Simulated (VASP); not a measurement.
# CdSe (Pm-3m) in VASP: a series of runs

The runs below take CdSe through single point, with PBE.

Everything below comes from runs of VASP 6.6.1. Logs are shortened: lines on timing, memory, paths and dates and some standing lists are left out, and cuts for length are marked.

## Step 1: The cell of the first run

It takes space group Pm-3m (No. 221, cubic). The conventional cell has a = 3.557 Å, b = 3.557 Å, c = 3.557 Å, α = 90.00°, β = 90.00°, γ = 90.00°. Cd (site symmetry m-3m) has 8 Se at 3.08 Å and 6 Cd at 3.56 Å within 4.1 Å. Within 4.1 Å of Se (site symmetry m-3m) lie 8 Cd at 3.08 Å and 6 Se at 3.56 Å.

## Step 2: Single point, PBE

INCAR

```
PREC = Accurate
ENCUT = 520
EDIFF = 1E-6
ISMEAR = -1
SIGMA = 0.05
LREAL = False
LASPH = True
NELM = 80
ALGO = Normal
ISIF = 2
LWAVE = False
LCHARG = True
GGA = PE
LELF = True
LVHAR = True
NBANDS = 16
```

KPOINTS

```
Automatic mesh
0
Gamma
  8 8 8
```

POSCAR

```
CdSe
1.0
    3.5568600000      0.0000000000      0.0000000000
    0.0000000000      3.5568600000      0.0000000000
    0.0000000000      0.0000000000      3.5568600000
Cd Se
1 1
Direct
    0.5000000000      0.5000000000      0.5000000000
    0.0000000000      0.0000000000      0.0000000000
```

Potentials or basis: VASP PAW PBE potentials, release 64 (Cd, Se).

The run is started by

```console
> cat potpaw_PBE.64/Cd/POTCAR potpaw_PBE.64/Se/POTCAR > POTCAR
> mpirun -np 1 vasp_std > vasp.out
```

OUTCAR:

```text
PREC = Accurate
   ENCUT = 520
   EDIFF = 1E-6
   ISMEAR = -1
   LREAL = False
   LASPH = True
   NELM = 80
   ISIF = 2
   GGA = PE

 ion  position               nearest neighbor table
   1  0.500  0.500  0.500-   2 3.08   2 3.08   2 3.08   2 3.08   2 3.08   2 3.08   2 3.08   2 3.08

   2  0.000  0.000  0.000-   1 3.08   1 3.08   1 3.08   1 3.08   1 3.08   1 3.08   1 3.08   1 3.08

  LATTYP: Found a simple cubic cell.
 ALAT       =     3.5568600000

  Lattice vectors:

 A1 = (   3.5568600000,   0.0000000000,   0.0000000000)
 A2 = (   0.0000000000,   3.5568600000,   0.0000000000)
 A3 = (   0.0000000000,   0.0000000000,   3.5568600000)

Analysis of symmetry for initial positions (statically):
=====================================================================
 Subroutine PRICEL returns:
 Original cell was already a primitive cell.

 Routine SETGRP: Setting up the symmetry group for a
 simple cubic supercell.

 Subroutine GETGRP returns: Found 48 space group operations
 (whereof 48 operations were pure point group operations)
 out of a pool of 48 trial point group operations.

The static configuration has the point symmetry O_h .

Analysis of symmetry for dynamics (positions and initial velocities):
=====================================================================
 Subroutine PRICEL returns:
 Original cell was already a primitive cell.

 Routine SETGRP: Setting up the symmetry group for a
 simple cubic supercell.

 Subroutine GETGRP returns: Found 48 space group operations
 (whereof 48 operations were pure point group operations)
 out of a pool of 48 trial point group operations.

The dynamic configuration has the point symmetry O_h .

 Subroutine INISYM returns: Found 48 space group operations
 (whereof 48 operations are pure point group operations),
 and found     1 'primitive' translations

----------------------------------------------------------------------------------------

                                     Primitive cell

  volume of cell :      44.9987

  direct lattice vectors                    reciprocal lattice vectors
     3.556860000  0.000000000  0.000000000     0.281146854  0.000000000  0.000000000
     0.000000000  3.556860000  0.000000000     0.000000000  0.281146854  0.000000000
     0.000000000  0.000000000  3.556860000     0.000000000  0.000000000  0.281146854
[... 75 lines left out ...]
   PREC   = accura    normal or accurate (medium, high low for compatibility)
   ISTART =      0    job   : 0-new  1-cont  2-samecut
   ICHARG =      2    charge: 1-file 2-atom 10-const
   ISPIN  =      1    spin polarized calculation?
   LNONCOLLINEAR =      F non collinear calculations
   LSORBIT =      F    spin-orbit coupling
   LASPH  =      T    aspherical Exc in radial PAW
   ENCUT  =  520.0 eV  38.22 Ry    6.18 a.u.   6.61  6.61  6.61*2*pi/ulx,y,z
   NELM   =     80;   NELMIN=  2; NELMDL= -5     # of ELM steps
   EDIFF  = 0.1E-05   stopping-criterion for ELM
   LREAL  =      F    real-space projection
   EDIFFG = 0.1E-04   stopping-criterion for IOM
   NSW    =      0    number of steps for IOM
   IBRION =     -1    ionic relax: 0-MD 1-quasi-New 2-CG
   NFREE  =      0    steps in history (QN), initial steepest desc. (CG)
   ISIF   =      2    stress and relaxation
   ISYM   =      2    0-nonsym 1-usesym 2-fastsym
   POTIM  = 0.5000    time-step for ionic-motion
   TEBEG  =    0.0;   TEEND  =   0.0 temperature during run
   PSTRESS=    0.0 pullay stress
   NELECT =      18.0000    total number of electrons
   NUPDOWN=      -1.0000    fix difference up-down
   EMIN   =  10.00;   EMAX   =-10.00  energy-range for DOS
   EFERMI =   0.00;   METHOD = LEGACY
   ISMEAR =    -1;   SIGMA  =   0.05  broadening in eV -4-tet -1-fermi 0-gaus
   EFERMI_NEDOS =   21; number of points for ismear=-14 and -15
   IALGO  =     38    algorithm
   IMIX   =      4    mixing-type and parameters
     AMIX     =   0.40;   BMIX     =  1.00
     AMIX_MAG =   1.60;   BMIX_MAG =  1.00
  volume/ion in A,a.u.               =      22.50       151.83
  Fermi-wavevector in a.u.,A,eV,Ry     =   1.206236  2.279455 19.796543  1.455005
  Thomas-Fermi vector in A             =   2.341909
   LORBIT       =      0    0 simple, 1 ext, 2 COOP (PROOUT), +10 PAW based schemes
   GGA     = PE    functional components
   LHFCALC =     F    Hartree Fock is set to
   AEXX    =    0.0000 exact exchange contribution
   IVDW    =     0    specifies the selected vdW correction
   LEPSILON=     F    determine dielectric tensor
   LRPA    =     F    only Hartree local field effects (RPA)
 non-spin polarized calculation
  energy-cutoff  :      520.00
  volume of cell :       45.00
 maximum number of plane-waves:      1231
 NGX is ok and might be reduce to    28
   NGX = 13   NGY = 13   NGZ = 13

 number of electron      17.9999988 magnetization

 Free energy of the ion-electron system (eV)
  ---------------------------------------------------
  ext. energy  EPLUGINS =         0.00000000
  ---------------------------------------------------
  free energy    TOTEN  =        -4.30825688 eV

  energy without entropy =       -4.29441831  energy(sigma->0) =       -4.30133759

 E-fermi :   3.2549     XC(G=0): -10.4083

 val. band max:        3.2097873688   @ k =   0.1250   0.0000   0.0000
 cond. band min:       3.2637076770   @ k =   0.5000   0.3750   0.2500
 fundamental gap:      0.0539203082
 Fermi energy:         3.2549205616

 k-point     1 :       0.0000    0.0000    0.0000
  band No.  band energies     occupation
      1     -10.3171      2.00000
      2      -5.4680      2.00000
      3      -5.4680      2.00000
      4      -5.0523      2.00000
      5      -5.0523      2.00000
      6      -5.0523      2.00000
[... 433 lines left out ...]
      3      -5.2640      2.00000
      4      -5.2157      2.00000
      5      -4.9542      2.00000
      6      -4.9526      2.00000
[... 8 lines left out ...]
     15      15.4399      0.00000
     16      15.4579      0.00000

 [... further k-points ...]
[... 5 lines left out ...]
  --------------------------------------------------------------------------------------
  -------------------------------------------------------------------------------------
  Total        0.0810722      0.0810722      0.0810722     -0.0000000      0.0000000     -0.0000000
  in kB        2.8865722      2.8865722      2.8865722     -0.0000000      0.0000000     -0.0000000
  external PRESSURE =       2.8865722 kB  Pullay stress =       0.0000000 kB

 VOLUME and BASIS-vectors are now :
 -----------------------------------------------------------------------------
  energy-cutoff  :      520.00
  volume of cell :       45.00
      direct lattice vectors                 reciprocal lattice vectors
     3.556860000  0.000000000  0.000000000     0.281146854  0.000000000  0.000000000
     0.000000000  3.556860000  0.000000000     0.000000000  0.281146854  0.000000000
     0.000000000  0.000000000  3.556860000     0.000000000  0.000000000  0.281146854

 POSITION                                       TOTAL-FORCE (eV/Angst)
 -----------------------------------------------------------------------------------
      1.77843      1.77843      1.77843         0.000000      0.000000      0.000000
      0.00000      0.00000      0.00000         0.000000      0.000000      0.000000
 -----------------------------------------------------------------------------------
    total drift:                                0.000000      0.000000      0.000000

  FREE ENERGIE OF THE ION-ELECTRON SYSTEM (eV)
  ---------------------------------------------------
  free  energy   TOTEN  =        -4.3082568831 eV

  energy  without entropy=       -4.2944183060  energy(sigma->0) =       -4.30133759
```

OSZICAR:

```text
N       E                     dE             d eps       ncg     rms          rms(c)
DAV:   1     0.968210978741E+02    0.96821E+02   -0.89856E+03  1128   0.105E+03
DAV:   2    -0.173352983868E+01   -0.98555E+02   -0.92492E+02  1408   0.248E+02
DAV:   3    -0.482845658394E+01   -0.30949E+01   -0.30835E+01  1256   0.431E+01
DAV:   4    -0.483457980782E+01   -0.61232E-02   -0.61230E-02  1408   0.212E+00
DAV:   5    -0.483459826528E+01   -0.18457E-04   -0.18457E-04  1320   0.106E-01    0.487E+00
DAV:   6    -0.431592164033E+01    0.51868E+00   -0.10145E+00  1256   0.101E+01    0.438E+00
DAV:   7    -0.431179237250E+01    0.41293E-02   -0.78790E-02  1192   0.250E+00    0.219E+00
DAV:   8    -0.430839926865E+01    0.33931E-02   -0.73108E-03  1256   0.916E-01    0.271E-01
DAV:   9    -0.430822732180E+01    0.17195E-03   -0.67951E-04  1376   0.288E-01    0.613E-02
DAV:  10    -0.430827319054E+01   -0.45869E-04   -0.14791E-04  1192   0.123E-01    0.238E-02
DAV:  11    -0.430825708666E+01    0.16104E-04   -0.22945E-05  1224   0.439E-02    0.940E-03
DAV:  12    -0.430825688307E+01    0.20358E-06   -0.66828E-06  1248   0.170E-02
   1 F= -.43082569E+01 E0= -.43013376E+01  d E =-.138386E-01
```

stdout:

```text
POSCAR found type information on POSCAR CdSe
 POSCAR found :  2 types and       2 ions
 scaLAPACK will be used
 LDA part: xc-table for (Slater+PW92), standard interpolation
 POSCAR, INCAR and KPOINTS ok, starting setup
 FFT: planning ... GRIDC
 FFT: planning ... GRID_SOFT
 FFT: planning ... GRID
 WAVECAR not read
 entering main loop
```

Run time: 19 s. Hardware: 1 thread of Intel Xeon Platinum 8259CL at 2.50GHz (Skylake/Cascade Lake), shared host; peak memory 0.17 GiB.

Results:

- Free energy: -4.3083 eV
- Pressure: 0.3 GPa
- Band gap on the k mesh: zero (band 9 reaches 3.39 eV, above the bottom of band 10 at 2.11 eV)

## Step 3: Single point, PBE

This run uses another cell than the first one, of 22.95 Å³/atom, 1.020 times its volume.

INCAR

```
SYSTEM = CdSe
PREC = Accurate ; ENCUT = 520
EDIFF = 1E-6 ; ISMEAR = -1
SIGMA = 0.05 ; LREAL = .FALSE.
LASPH = .TRUE. ; NELM = 100
ALGO = Normal ; ISIF = 2
LWAVE = .FALSE. ; LCHARG = .TRUE.
GGA = PE ; LELF = .TRUE.
LVHAR = .TRUE. ; NBANDS = 16
```

KPOINTS

```
regular mesh
0
G
  8 8 8
  0 0 0
```

POSCAR

```
CdSe
1.0
    3.5804160507      0.0000000000      0.0000000000
    0.0000000000      3.5804160507      0.0000000000
    0.0000000000      0.0000000000      3.5804160507
Cd Se
1 1
Direct
    0.5000000000      0.5000000000      0.5000000000
    0.0000000000      0.0000000000      0.0000000000
```

Potentials or basis: VASP PAW PBE potentials, release 64 (Cd, Se).

The run is started by

```console
> cat potpaw_PBE.64/Cd/POTCAR potpaw_PBE.64/Se/POTCAR > POTCAR
> mpirun -np 1 vasp_std > vasp.out
```

Wall time 22 s (1 thread of Intel Xeon Platinum 8259CL at 2.50GHz (Skylake/Cascade Lake), shared host); peak memory 0.17 GiB.

It converged, with:

```
Free energy            : -4.3067 eV
Pressure               : -0.8 GPa
Band gap on the k mesh : zero (band 9 reaches 3.20 eV, above the bottom of band 10 at 1.97 eV)
```

Levels at points of the mesh, in eV from the Fermi level:
```
           k point  band 6  band 7  band 8  band 9  band 10  band 11  band 12  band 13
(0.00, 0.00, 0.00)   -8.28   -1.63   -1.10   -1.10    -1.10     6.16     6.16    10.42
(0.50, 0.00, 0.00)   -8.27   -5.81    0.06    0.06     2.69     3.81     6.59     6.59
(0.50, 0.50, 0.00)   -8.09   -4.21   -4.21   -1.41     0.20     7.06     7.06     8.08
(0.50, 0.50, 0.50)   -8.13   -2.12   -2.12   -2.12     1.55     1.55     1.55     1.58
```

## Step 4: Single point, PBE

This run uses another cell than the first one, of 23.40 Å³/atom, 1.040 times its volume.

INCAR

```
PREC     = Accurate       # precision mode
ENCUT    = 520            # plane-wave cutoff, eV
EDIFF    = 1E-7           # SCF threshold, eV
ISMEAR   = -1             # smearing method
SIGMA    = 0.05           # smearing width, eV
LREAL    = F              # projectors in reciprocal space
LASPH    = T              # aspherical terms in the spheres
NELM     = 80             # most SCF steps
ALGO     = Normal         # electronic algorithm
ISIF     = 2              # what is computed and relaxed
LWAVE    = F              # write WAVECAR
LCHARG   = F              # write CHGCAR
GGA      = PE             # functional
NBANDS   = 16             # bands
```

KPOINTS

```
regular mesh
0
Gamma
  8 8 8
```

POSCAR

```
CdSe
1.0
    3.6036661571      0.0000000000      0.0000000000
    0.0000000000      3.6036661571      0.0000000000
    0.0000000000      0.0000000000      3.6036661571
Cd Se
1 1
Direct
    0.5000000000      0.5000000000      0.5000000000
    0.0000000000      0.0000000000      0.0000000000
```

The run is started by

```console
> cat potpaw_PBE.64/Cd/POTCAR potpaw_PBE.64/Se/POTCAR > POTCAR
> mpirun -np 1 vasp_std > vasp.out
```

Wall time 25 s (1 thread of Intel Xeon Platinum 8259CL at 2.50GHz (Skylake/Cascade Lake), shared host); peak memory 0.17 GiB.

Results (log left out):

| Quantity | Value |
| --- | --- |
| Free energy | -4.2992 eV |
| Pressure | -1.8 GPa |
| Band gap on the k mesh | zero (band 9 reaches 3.02 eV, above the bottom of band 10 at 1.83 eV) |

Levels at points of the mesh, in eV from the Fermi level:
```
           k point  band 5  band 6  band 7  band 8  band 9  band 10  band 11  band 12  band 13  band 14
(0.00, 0.00, 0.00)   -8.26   -8.26   -1.68   -1.07   -1.07    -1.07     6.17     6.17    10.26    10.26
(0.50, 0.00, 0.00)   -8.44   -8.25   -5.70    0.06    0.06     2.66     3.70     6.56     6.56     7.14
(0.50, 0.50, 0.00)   -8.12   -8.09   -4.10   -4.10   -1.38     0.20     6.97     6.97     8.03     9.76
(0.50, 0.50, 0.50)   -8.11   -8.11   -2.08   -2.08   -2.08     1.51     1.61     1.61     1.61    16.31
```

## Step 5: Summary

| cell | gap on the mesh (eV) | pressure (GPa) |
| --- | --- | --- |
| a = 3.557 Å, 2 atoms | none | 0.3 |
| a = 3.580 Å, 2 atoms | none | -0.8 |
| a = 3.604 Å, 2 atoms | none | -1.8 |

Alike in all rows: task single point; level PBE; potentials or basis VASP PAW PBE potentials, release 64 (Cd, Se); no spin polarisation; k mesh 8 × 8 × 8; cutoff (eV) 520; smearing fermi-dirac 0.05 eV.

Absolute energies hang on the potentials; compare differences alone.
